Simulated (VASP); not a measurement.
# Mg9O8 (a cell with a defect) in VASP: further runs, part 2 of 2

VASP 6.6.1. Earlier steps stand in the parts before.

**3. Single point, LDA**

The input, INCAR:

```
SYSTEM = Mg9O8
PREC = Accurate
ENCUT = 520
EDIFF = 1E-6
ISMEAR = -1
SIGMA = 0.02
LREAL = Auto
LASPH = .TRUE.
NELM = 60
ALGO = Normal
ISIF = 2
LWAVE = .FALSE.
LCHARG = .FALSE.
GGA = CA
NBANDS = 47
```

The input, KPOINTS:

```
Automatic mesh
0
G
  3 3 3
  0 0 0
```

The input, POSCAR:

```
Mg9O8
1.0
    0.0000000000      4.3520000000      4.3520000000
    4.3520000000      0.0000000000      4.3520000000
    4.3520000000      4.3520000000      0.0000000000
Mg O
9 8
Direct
    0.0054303768      0.0063039982      0.0185622702
    0.0449897748      0.0455063189      0.3639072840
    0.0054298024      0.4695042509      0.0185495175
   -0.0083635110      0.4952879136      0.5176261489
    0.4686518842      0.0063177849      0.0185507812
    0.4945654871     -0.0076289062      0.5177665441
    0.4930441176      0.4937463235      0.0193258272
    0.4945375689      0.4951338465      0.5178006664
   -0.0959497932      0.9048767233      0.7859964384
    0.2571066176      0.2581339614      0.2415360754
    0.2443776425      0.2453220358      0.7647462086
    0.2570449219      0.7431170726      0.2415619256
    0.2607985983      0.7247181756      0.7897243796
    0.7425357307      0.2577815947      0.2416664752
    0.7240966222      0.2613075597      0.7902358686
    0.7597724035      0.7596694623      0.2208951057
    0.7240288373      0.7242241498      0.7902907858
```

Potentials or basis: VASP PAW LDA potentials, release 64 (Mg, O).

The run is started by

```
> cat potpaw_LDA.64/Mg/POTCAR potpaw_LDA.64/O/POTCAR > POTCAR
> mpirun -np 1 vasp_std > vasp.out
```

OUTCAR:

```text
SYSTEM = Mg9O8
   PREC = Accurate
   ENCUT = 520
   EDIFF = 1E-6
   ISMEAR = -1
   LREAL = Auto
   LASPH = .TRUE.
   NELM = 60
   ISIF = 2
   GGA = CA

 ion  position               nearest neighbor table
   1  0.005  0.006  0.019-  14 2.07  12 2.07  11 2.08  16 2.16  15 2.22  13 2.23   9 2.24   2 2.39
                             3 2.85   5 2.85   4 3.05   6 3.05   7 3.08   7 3.08   6 3.11   4 3.11
   2  0.045  0.046  0.364-  14 1.93  12 1.93  10 1.93   9 2.12   5 2.39   3 2.39   1 2.39   4 3.17
                             6 3.17   8 3.17   4 3.17   8 3.17   6 3.17
   3  0.005  0.470  0.019-  14 2.07  10 2.07  11 2.08  16 2.16  17 2.22  13 2.23   9 2.24   2 2.39
                             1 2.85   5 2.85   8 3.05   4 3.05   7 3.08   7 3.08   8 3.11   4 3.11
   4  0.992  0.495  0.518-  11 2.18  15 2.19  17 2.19  12 2.24  10 2.24  16 2.31   3 3.05   1 3.05
                             6 3.06   8 3.06   7 3.08   7 3.08   8 3.10   6 3.10   1 3.11   3 3.11
   5  0.469  0.006  0.019-  12 2.07  10 2.07  11 2.08  16 2.16  17 2.23  15 2.23   9 2.24   2 2.39
                             3 2.85   1 2.85   8 3.05   6 3.05   7 3.08   7 3.08   6 3.11   8 3.11
   6  0.495  0.992  0.518-  11 2.18  13 2.19  17 2.19  14 2.24  10 2.24  16 2.31   5 3.05   1 3.05
                             4 3.06   8 3.06   7 3.08   7 3.08   8 3.09   4 3.10   1 3.11   5 3.11
   7  0.493  0.494  0.019-  17 2.01  15 2.01  13 2.01  10 2.05  12 2.05  14 2.06   4 3.08   6 3.08
                             8 3.08   8 3.08   6 3.08   4 3.08   3 3.08   1 3.08   5 3.08   5 3.08
   8  0.495  0.495  0.518-  11 2.18  13 2.19  15 2.19  14 2.24  12 2.24  16 2.31   5 3.05   3 3.05
                             4 3.06   6 3.06   7 3.08   7 3.08   6 3.09   4 3.10   3 3.11   5 3.11
   9  0.904  0.905  0.786-  17 1.91  15 1.91  13 1.91   2 2.12  16 2.19   3 2.24   1 2.24   5 2.24
                             6 3.36   8 3.36   4 3.36   4 3.36   8 3.36   6 3.36
  10  0.257  0.258  0.242-   2 1.93   7 2.05   3 2.07   5 2.07   4 2.24   6 2.24
  11  0.244  0.245  0.765-   1 2.08   3 2.08   5 2.08   4 2.18   6 2.18   8 2.18
  12  0.257  0.743  0.242-   2 1.93   7 2.05   1 2.07   5 2.07   4 2.24   8 2.24
  13  0.261  0.725  0.790-   9 1.91   7 2.01   6 2.19   8 2.19   1 2.23   3 2.23
  14  0.743  0.258  0.242-   2 1.93   7 2.06   1 2.07   3 2.07   6 2.24   8 2.24
  15  0.724  0.261  0.790-   9 1.91   7 2.01   4 2.19   8 2.19   1 2.22   5 2.23
  16  0.760  0.760  0.221-   1 2.16   3 2.16   5 2.16   9 2.19   4 2.31   6 2.31   8 2.31
  17  0.724  0.724  0.790-   9 1.91   7 2.01   4 2.19   6 2.19   3 2.22   5 2.23

  LATTYP: Found a face centered cubic cell.
 ALAT       =     8.7040000000

  Lattice vectors:

[... 186 lines left out ...]

 number of electron      66.0000001 magnetization

 Free energy of the ion-electron system (eV)
  ---------------------------------------------------
  ext. energy  EPLUGINS =         0.00000000
  ---------------------------------------------------
  free energy    TOTEN  =       -98.03945397 eV

  energy without entropy =      -98.03944596  energy(sigma->0) =      -98.03944997

 E-fermi :   8.3724     XC(G=0): -11.4300

 val. band max:        8.1699929510   @ k =   0.3333   0.0000  -0.3333
 cond. band min:       8.5723647231   @ k =   0.3333   0.0000   0.0000
 fundamental gap:      0.4023717721
 Fermi energy:         8.3724128246

 k-point     1 :       0.0000    0.0000    0.0000
  band No.  band energies     occupation
      1     -14.0789      2.00000
      2     -13.0416      2.00000
      3     -12.9211      2.00000
      4     -12.9203      2.00000
      5     -12.8694      2.00000
      6     -12.6461      2.00000
[... 661 lines left out ...]
     44      13.1699      0.00000
     45      13.3178      0.00000
 [bands above 45 left out]

------------------------ aborting loop because EDIFF is reached ----------------------------------------

  FORCE on cell =-STRESS in cart. coord.  units (eV):
  Direction    XX          YY          ZZ          XY          YZ          ZX
  --------------------------------------------------------------------------------------
  -------------------------------------------------------------------------------------
  Total       10.8496629     10.7981913     10.8604481      4.3328354     -4.3346885     -4.3307774
  in kB      105.4460146    104.9457709    105.5508348     42.1100850    -42.1280951    -42.0900839
  external PRESSURE =     105.3142068 kB  Pullay stress =       0.0000000 kB

 VOLUME and BASIS-vectors are now :
 -----------------------------------------------------------------------------
  energy-cutoff  :      520.00
  volume of cell :      164.85
      direct lattice vectors                 reciprocal lattice vectors
     0.000000000  4.352000000  4.352000000    -0.114889706  0.114889706  0.114889706
     4.352000000  0.000000000  4.352000000     0.114889706 -0.114889706  0.114889706
     4.352000000  4.352000000  0.000000000     0.114889706  0.114889706 -0.114889706

 POSITION                                       TOTAL-FORCE (eV/Angst)
 -----------------------------------------------------------------------------------
      0.10822      0.10442      0.05107         0.005737      0.005459     -0.001551
      1.78177      1.77952      0.39384         0.032341      0.027238     -0.033506
      2.12401      0.10436      2.06691         0.002900      0.004117     -0.004752
      4.40820      6.56831      6.47110        -0.012892      0.002566      0.013464
      0.10823      2.12031      2.06707        -0.000312      0.007314     -0.000007
      6.57212      4.40567      6.47115         0.001925     -0.011635      0.012965
[... 9 lines left out ...]
      4.26742      4.26787      6.61261         0.001606     -0.021362     -0.006628
      6.59117      6.59032      6.30280        -0.006172     -0.015522     -0.018546
 -----------------------------------------------------------------------------------
    total drift:                                0.001738      0.006309     -0.002523

  FREE ENERGIE OF THE ION-ELECTRON SYSTEM (eV)
  ---------------------------------------------------
  free  energy   TOTEN  =       -98.0394539734 eV

  energy  without entropy=      -98.0394459606  energy(sigma->0) =      -98.03944997
```

OSZICAR:

```text
N       E                     dE             d eps       ncg     rms          rms(c)
DAV:   1     0.330207748734E+03    0.33021E+03   -0.32480E+04  1332   0.128E+03
DAV:   2    -0.857620258271E+02   -0.41597E+03   -0.40346E+03  1684   0.271E+02
DAV:   3    -0.111765962768E+03   -0.26004E+02   -0.25857E+02  1624   0.696E+01
DAV:   4    -0.111989363725E+03   -0.22340E+00   -0.22309E+00  1593   0.710E+00
DAV:   5    -0.111991038608E+03   -0.16749E-02   -0.16745E-02  1582   0.612E-01    0.206E+01
DAV:   6    -0.987115764574E+02    0.13279E+02   -0.55151E+01  1617   0.327E+01    0.668E+00
DAV:   7    -0.983116646421E+02    0.39991E+00   -0.19113E+00  1537   0.609E+00    0.381E+00
DAV:   8    -0.980562832108E+02    0.25538E+00   -0.35244E-01  1537   0.343E+00    0.668E-01
DAV:   9    -0.980396874192E+02    0.16596E-01   -0.26986E-02  1617   0.962E-01    0.206E-01
DAV:  10    -0.980396665018E+02    0.20917E-04   -0.79001E-03  1537   0.411E-01    0.133E-01
DAV:  11    -0.980395141673E+02    0.15233E-03   -0.14504E-03  1624   0.273E-01    0.604E-02
DAV:  12    -0.980394514122E+02    0.62755E-04   -0.32610E-04  1833   0.133E-01    0.158E-02
DAV:  13    -0.980394547420E+02   -0.33299E-05   -0.58140E-05  1528   0.364E-02    0.817E-03
DAV:  14    -0.980394539734E+02    0.76868E-06   -0.28230E-06  1336   0.101E-02
   1 F= -.98039454E+02 E0= -.98039450E+02  d E =-.801271E-05
```

Wall time 3.4 min (1 thread of AMD EPYC 7R13 (Zen 3), shared host); peak memory 0.26 GiB.

Results:

```yaml
Free_energy: -98.0395 eV
Pressure: 10.5 GPa
Largest_force: 0.054 eV/Å
Band_gap_on_the_k_mesh: 0.40 eV
```

Forces in eV/Å, atoms in the order of the input:
```
Mg   0.006  0.005 -0.002
Mg   0.032  0.027 -0.034
Mg   0.003  0.004 -0.005
Mg  -0.013  0.003  0.013
Mg   0.000  0.007  0.000
Mg   0.002 -0.012  0.013
Mg   0.012  0.010 -0.013
Mg  -0.013 -0.012 -0.002
Mg   0.002  0.007  0.000
O    0.006  0.019  0.037
O   -0.018 -0.006  0.021
O   -0.040  0.022 -0.005
O   -0.014  0.025  0.011
O    0.020 -0.047 -0.017
O    0.019 -0.017  0.005
O    0.002 -0.021 -0.007
O   -0.006 -0.016 -0.019
```
